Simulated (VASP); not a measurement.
Crystal: SrTiO3.

```
Sr Ti O
1.0
     3.93643    0.00000    0.00000
     0.00000    3.93643    0.00000
     0.00000    0.00000    3.93643
Sr Ti O
1 1 3
Direct
  0.00000 0.00000 0.00000
  0.50000 0.50000 0.50000
  0.50000 0.50000 0.00000
  0.50000 0.00000 0.50000
  0.00000 0.50000 0.50000
```

```yaml
Program: VASP 6.6.1
Task: relaxation of cell and atoms
Functional: r2SCAN
Potentials_or_basis: VASP PAW PBE potentials, release 64 (Sr_sv, Ti_sv, O)
Cutoff: 600 eV
k_mesh: 6 × 6 × 6
Occupations: fermi-dirac, width 0.02 eV
Spin: no spin polarisation
```

At the start: pressure -3.4 GPa; volume 12.20 Å³/atom.

**Question.** Where does the relaxation end?

**Answer.** Over 3 steps the energy falls by 2.4 meV/atom and the volume is 11.97 Å³/atom (-1.8 %); space group Pm-3m (No. 221, to 0.05 Å).

The path:
```
step  energy change (eV)  largest force (eV/Å)  pressure (GPa)  volume (Å³)
   1              0.0000                0.0000           -3.36        61.00
   2              0.0004                0.0000            3.67        58.77
   3             -0.0120                0.0000           -0.01        59.87
```

Final structure:
```
CELL_PARAMETERS angstrom
3.91211 0.00000 0.00000
0.00000 3.91211 0.00000
0.00000 0.00000 3.91211
ATOMIC_POSITIONS crystal
Sr 0.00000 0.00000 0.00000
Ti 0.50000 0.50000 0.50000
O 0.50000 0.50000 0.00000
O 0.50000 0.00000 0.50000
O 0.00000 0.50000 0.50000
```

Caveat: the PAW data sets were made with another functional, which shifts forces and pressure a little.
